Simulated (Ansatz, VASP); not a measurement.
WSe2: VASP beside Ansatz

```xyz
3
Lattice="3.3148 0.0000 0.0000 -1.6574 2.8707 0.0000 0.0000 0.0000 30.5000" Properties=species:S:1:pos:R:3 pbc="T T T"
Se    1.6574    0.9569    9.0190
Se    1.6574    0.9569   12.3310
W     0.0000    1.9138   10.6750
```

Alike in both runs: functional PBEsol; k mesh 12 × 12 × 1; occupations gaussian, width 0.02 eV; no spin polarisation.

Ansatz relaxed the structure, and its values are those at the end. VASP's run is a single point on that final structure, the one shown.

|  | VASP | Ansatz |
| --- | --- | --- |
| version | VASP 6.6.1 | Ansatz 0.2.0 |
| potentials or method | VASP PAW PBE potentials, release 64 (Se, W_sv) | scalar-relativistic, plane waves, PAW |
| plane-wave cutoff (eV) | 520 | 420 |
| valence electrons in the cell | 26 | 46 |

```tsv
	VASP	Ansatz	Ansatz less VASP
gap on the k mesh at the Fermi level (eV)	1.51	1.52	+0.003
least direct gap on the mesh (eV)	1.51	1.52	+0.003
rms of the force components (eV/Å)	0.028	0.000	-0.0276
```

VASP's potentials were made for PBE, not for PBEsol. The functional is the same, so the differences come from potentials, cutoffs and numerics. VASP's potentials hold 26 valence electrons a cell and Ansatz's 46, so a difference there can come from the potentials and not from the codes. Ansatz's warnings: slab cell height set, xc potential rough in thin density.

Neither program's run includes spin-orbit coupling.
